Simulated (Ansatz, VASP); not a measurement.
# C: VASP beside Ansatz

The input POSCAR:

```
C
1.0
    0.0000000000      1.7801241426      1.7801241426
    1.7801241426      0.0000000000      1.7801241426
    1.7801241426      1.7801241426      0.0000000000
C
2
Direct
    0.0000000000      0.0000000000      0.0000000000
    0.2500000000      0.2500000000      0.2500000000
```

The input INCAR.step1:

```
PREC = Accurate ; ENCUT = 520
EDIFF = 1E-5 ; ISMEAR = 0
SIGMA = 0.01 ; LREAL = False
LASPH = True ; NELM = 60
ALGO = Normal ; ISIF = 2
LWAVE = True ; LCHARG = False
NBANDS = 11 ; GGA = PE
```

Contents of INCAR.step2:

```
PREC = Accurate ; ENCUT = 520
EDIFF = 1E-6 ; ISMEAR = 0
SIGMA = 0.01 ; LREAL = False
LASPH = True ; NELM = 60
ALGO = Normal ; ISIF = 2
LWAVE = False ; LCHARG = False
GGA = PE ; LHFCALC = True
AEXX = 0.25 ; PRECFOCK = Normal
NBANDS = 11 ; ISTART = 1
```

Contents of KPOINTS:

```
regular mesh
0
Gamma
  8 8 8
```

Input for Ansatz:

```yaml
crystal:
  lattice:
    - [0.0, 1.7801241426, 1.7801241426]
    - [1.7801241426, 0.0, 1.7801241426]
    - [1.7801241426, 1.7801241426, 0.0]
  atoms:
    - { symbol: C, position: [0.0, 0.0, 0.0] }
    - { symbol: C, position: [0.25, 0.25, 0.25] }
kpoints:
  mp_grid: { grid: [8, 8, 8] }
  band_path:
    path:
      - [0.0, 0.0, 0.0]
      - [0.5, 0.0, 0.5]
      - [0.625, 0.25, 0.625]
      - [0.375, 0.375, 0.75]
      - [0.5, 0.5, 0.5]
      - [0.5, 0.25, 0.75]
      - [0.0, 0.363281, 0.363281]
    npoints: 1
hamiltonian:
  xc: pbe0
scf:
  occupations: { method: fixed }
  n_extra_bands: 4
output:
  forces: true
  stress: true
  eigenvalues: true
```

Alike in both runs: task single point; functional PBE0; k mesh 8 × 8 × 8; no spin polarisation.

|  | VASP | Ansatz |
| --- | --- | --- |
| version | VASP 6.6.1 | Ansatz 0.2.0 |
| potentials or method | VASP PAW PBE potentials, release 64 (C) | plane waves, PAW |
| plane-wave cutoff (eV) | 520 | 420 |
| occupations | gaussian, width 0.01 eV | fixed |
| valence electrons in the cell | 8 | 8 |

```csv
,VASP,Ansatz,Ansatz less VASP
gap on the k mesh at the Fermi level (eV),6.06,6.05,-0.007
pressure (GPa),-5.0,-5.8,-0.82
```

Ansatz's warnings: stress exchange threshold loose, stress scf threshold loose.
